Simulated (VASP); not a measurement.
Runs of VASP 6.6.1 on Pt. The structure is that of space group Im-3m (No. 229), or close to it. The cells are those of the table. 

| cell | gap on the mesh (eV) | pressure (GPa) |
| --- | --- | --- |
| a = 2.776 Å, angles 110.4, 110.4, 107.6°, 1 atom | none | -13.1 |
| a = 2.772 Å, angles 110.3, 110.3, 107.9°, 1 atom | none | -12.2 |
| a = 2.781 Å, angles 110.5, 110.5, 107.3°, 1 atom | none | (a) |
| a = 2.762 Å, angles 110.0, 110.0, 108.4°, 1 atom | none | -10.2 |

Alike in all rows: task single point; level r2SCAN; potentials or basis VASP PAW PBE potentials, release 64 (Pt); no spin polarisation; k mesh 22 × 22 × 22; cutoff (eV) 520; smearing gaussian 0.15 eV.

Q: Estimate the missing entries.

A: (a) -14.0.

Caveats: the cell stands under tension; the PAW data sets were made with another functional, which shifts forces and pressure a little; spin-orbit coupling is left out, which moves the levels of the heavy elements.

A k mesh can miss the band edges, and the runs leave out spin-orbit coupling on Pt.

A gap of «none» marks levels without a gap at the run's occupations.
